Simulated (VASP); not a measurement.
Write the native input for VASP 6.6.1 that does the following.

```
Task                   : single point
Functional             : PBEsol
Potentials or basis    : VASP PAW PBE potentials, release 64 (W_sv)
Cutoff                 : 520 eV
k mesh                 : 18 × 18 × 18
Occupations            : gaussian, width 0.1 eV
Spin                   : no spin polarisation
Dipole correction      : no
Further INCAR settings : ALGO = Normal; EDIFF = 1e-06; NBANDS = 13
```

The structure of W lies in POSCAR:

```
W
1.0
   -1.5771909497      1.5771909497      1.5771909497
    1.5771909497     -1.5771909497      1.5771909497
    1.5771909497      1.5771909497     -1.5771909497
W
1
Direct
    0.0000000000      0.0000000000      0.0000000000
```

The input as run:

INCAR

```
ALGO = Normal
EDIFF = 1E-6
ENCUT = 520
GGA = PS
ISIF = 2
ISMEAR = 0
LASPH = T
LCHARG = F
LREAL = F
LWAVE = F
NBANDS = 13
NELM = 100
PREC = Accurate
SIGMA = 0.1
```

KPOINTS

```
k-points
0
Gamma
  18 18 18
```

Potentials or basis: VASP PAW PBE potentials, release 64 (W_sv).

Run with:

```console
$ cat potpaw_PBE.64/W_sv/POTCAR > POTCAR
$ mpirun -np 1 vasp_std > vasp.out
```

Results of the run:

| Property | Result |
| --- | --- |
| Pressure | 0.6 GPa |
| Band gap on the k mesh | zero (band 7 reaches 16.67 eV, above the bottom of band 8 at 10.17 eV) |

Caveat: the PAW data sets were made with another functional, which shifts forces and pressure a little; spin-orbit coupling is left out, which moves the levels of the heavy elements.

It took 19 s on 1 thread of Intel(R) Xeon(R) Platinum 8375C CPU @ 2.90GHz (Ice Lake) (shared host), peak memory 0.15 GiB.
